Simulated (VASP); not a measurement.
Write the native input for VASP 6.6.1 that does the following.

```yaml
Task: single point
Functional: PBEsol
Potentials_or_basis: VASP PAW PBE potentials, release 64 (Zn, S)
Cutoff: 520 eV
k_mesh: 9 × 9 × 9
Occupations: fermi-dirac, width 0.05 eV
Spin: no spin polarisation
Dipole_correction: no
Further_INCAR_settings: ALGO = Normal; EDIFF = 1e-06; NBANDS = 16
```

The structure of ZnS lies in POSCAR:

```
ZnS
1.0
    0.0000000000      2.6778582166      2.6778582166
    2.6778582166      0.0000000000      2.6778582166
    2.6778582166      2.6778582166      0.0000000000
Zn S
1 1
Direct
    0.7500000000      0.7500000000      0.7500000000
    0.0000000000      0.0000000000      0.0000000000
```

The input as run:

INCAR

```
  PREC = Accurate
  ENCUT = 520
  EDIFF = 1E-6
  ISMEAR = -1
  SIGMA = 0.05
  LREAL = F
  LASPH = T
  NELM = 60
  ALGO = Normal
  ISIF = 2
  LWAVE = F
  LCHARG = F
  GGA = PS
  NBANDS = 16
```

KPOINTS

```
Automatic mesh
0
Gamma
  9 9 9
```

Potentials or basis: VASP PAW PBE potentials, release 64 (Zn, S).

Command:

```bash
$ cat potpaw_PBE.64/Zn/POTCAR potpaw_PBE.64/S/POTCAR > POTCAR
$ mpirun -np 1 vasp_std > vasp.out
```

It gave:

```yaml
Pressure: 0.2 GPa
Band_gap_on_the_k_mesh: 2.09 eV, direct
```

Caveat: the PAW data sets were made with another functional, which shifts forces and pressure a little.

Run time: 7.9 s on 1 thread of Intel(R) Xeon(R) 6975P-C (Granite Rapids) (shared host), peak memory 0.16 GiB.
